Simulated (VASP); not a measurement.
The system is Mg5Se.

```
Mg Se
1.0
    -3.16471    3.16471    3.16429
     3.16471   -3.16471    3.16429
     3.16471    3.16471   -3.16429
Mg Se
5 1
Direct
  0.50000 0.84631 0.34631
  0.50000 0.15369 0.65369
  0.84631 0.50000 0.34631
  0.15369 0.50000 0.65369
  0.50000 0.50000 0.00000
  0.00000 0.00000 0.00000
```

The cell was generated, and may not be a known phase.

| Item | Value |
| --- | --- |
| Program | VASP 6.6.1 |
| Task | relaxation of cell and atoms |
| Functional | PBE |
| Potentials or basis | VASP PAW PBE potentials, release 64 (Mg, Se) |
| Cutoff | 600 eV |
| k mesh | 4 × 4 × 4 |
| Occupations | gaussian, width 0.1 eV |
| Spin | no spin polarisation |

At the start: pressure 24.4 GPa; volume 21.13 Å³/atom.

**Question.** How do energy, volume and symmetry change on relaxing?

**Answer.** Over 14 steps the energy falls by 1546.9 meV/atom and the volume is 33.57 Å³/atom (+58.9 %); space group I4/mmm (No. 139, to 0.1 Å) before and after.

The path:
```
step  energy change (eV)  largest force (eV/Å)  pressure (GPa)  volume (Å³)
   1              0.0000                3.1104           24.45       126.77
   2             -7.9802                0.6784            0.39       190.79
   3             -8.1069                0.6982           -0.45       198.48
   4             -8.1774                0.6921           -1.65       214.17
   5             -8.1790                0.6950           -1.53       212.27
   6             -8.5941                0.4692           -1.29       203.55
   7             -9.1798                0.0623            0.79       185.29
   8             -9.1590                0.0636            2.16       179.74
   9             -9.1898                0.0170            1.24       183.25
  10             -9.2560                0.0173            0.71       191.00
  11             -9.2753                0.0356            0.41       197.42
  12             -9.2758                0.0394            0.34       198.80
  13             -9.2799                0.0333           -0.18       202.74
  14             -9.2811                0.0354           -0.01       201.44
```

Final structure:
```
Mg Se
1.0
    -4.56655    4.56655    2.41498
     4.56655   -4.56655    2.41498
     4.56655    4.56655   -2.41498
Mg Se
5 1
Cartesian
  3.0241 0.0000 2.4150
  1.5425 4.5665 0.0000
  0.0000 3.0241 2.4150
  4.5665 1.5425 0.0000
  0.0000 0.0000 2.4150
  0.0000 0.0000 0.0000
```

Caveat: the volume moved by over 15 % at a fixed basis, so the end points are rough.
